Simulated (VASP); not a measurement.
A run of VASP 6.6.1 is set up as follows.

File INCAR:

```
PREC     = Accurate       # precision mode
ENCUT    = 600            # plane-wave cutoff, eV
EDIFF    = 1E-6           # SCF threshold, eV
ISMEAR   = 1              # smearing method
SIGMA    = 0.3            # smearing width, eV
LREAL    = F              # projectors in reciprocal space
LASPH    = T              # aspherical terms in the spheres
NELM     = 120            # most SCF steps
ALGO     = Normal         # electronic algorithm
ISIF     = 2              # what is computed and relaxed
LWAVE    = F              # write WAVECAR
LCHARG   = F              # write CHGCAR
GGA      = CA             # functional
NBANDS   = 11             # bands
GGA_COMPAT= F
```

File KPOINTS:

```
regular mesh
0
Gamma
  8 8 8
```

The input POSCAR:

```
MgO
1.0
    0.0000000000      2.1061000000      2.1061000000
    2.1061000000      0.0000000000      2.1061000000
    2.1061000000      2.1061000000      0.0000000000
Mg O
1 1
Direct
    0.0000000000      0.0000000000      0.0000000000
    0.5000000000      0.5000000000      0.5000000000
```

Potentials or basis: VASP PAW LDA potentials, release 64 (Mg, O).

Run with:

```bash
$ cat potpaw_LDA.64/Mg/POTCAR potpaw_LDA.64/O/POTCAR > POTCAR
$ mpirun -np 1 vasp_std > vasp.out
```

(1) What does it give for the band gap on the k mesh?

(2) Estimate the pressure.

Answers

(1) 4.66 eV, direct.

(2) -8.0 GPa.
